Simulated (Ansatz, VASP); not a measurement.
# One calculation of InP, two programs

The input INCAR:

```
SYSTEM = InP
PREC = Accurate
ENCUT = 520
EDIFF = 1E-7
ISMEAR = 0
SIGMA = 0.05
LREAL = .False.
LASPH = .True.
NELM = 100
ALGO = Normal
ISIF = 2
LWAVE = .False.
LCHARG = .False.
GGA = PE
NBANDS = 16
```

File KPOINTS:

```
Automatic mesh
0
Gamma
  8 8 8
  0 0 0
```

POSCAR

```
InP
1.0
    0.0000000000      3.0477200000      2.9305000000
    2.9305000000      0.0000000000      2.9305000000
    2.9305000000      3.0477200000      0.0000000000
In P
1 1
Direct
    0.0000000000      0.0000000000      0.0000000000
    0.7500000000      0.7500000000      0.7500000000
```

Input for Ansatz:

```yaml
crystal:
  lattice:
    - [0.0, 3.04772, 2.9305]
    - [2.9305, 0.0, 2.9305]
    - [2.9305, 3.04772, 0.0]
  atoms:
    - { symbol: In, position: [0.0, 0.0, 0.0] }
    - { symbol: P, position: [0.75, 0.75, 0.75] }
basis:
  ecutwfc: 420
kpoints:
  mp_grid: { grid: [8, 8, 8] }
hamiltonian:
  xc: pbe
scf:
  occupations: { method: gaussian, width: 0.05 }
output:
  forces: true
  stress: true
  eigenvalues: true
```

Change from the starting cell: strain +0.0400 x Voigt [0, 1, 0, 0, 0, 0], atoms carried along.

Alike in both runs: task single point; functional PBE; k mesh 8 × 8 × 8; occupations gaussian, width 0.05 eV; no spin polarisation.

```csv
,VASP,Ansatz
version,VASP 6.6.1,Ansatz 0.2.0
potentials or method,"VASP PAW PBE potentials, release 64 (In_d, P), cutoff 520 eV","scalar-relativistic, plane waves, PAW"
valence electrons in the cell,18,18
```

```tsv
	VASP	Ansatz	Ansatz less VASP
gap on the k mesh at the Fermi level (eV)	0.43	0.43	+0.003
least direct gap on the mesh (eV)	0.43	0.43	+0.003
pressure (GPa)	0.6	0.6	+0.05
traceless stress, the component that is largest in VASP (GPa)	-1.16	-1.16	0.000
```

The functional is the same, so the differences come from potentials, cutoffs and numerics.
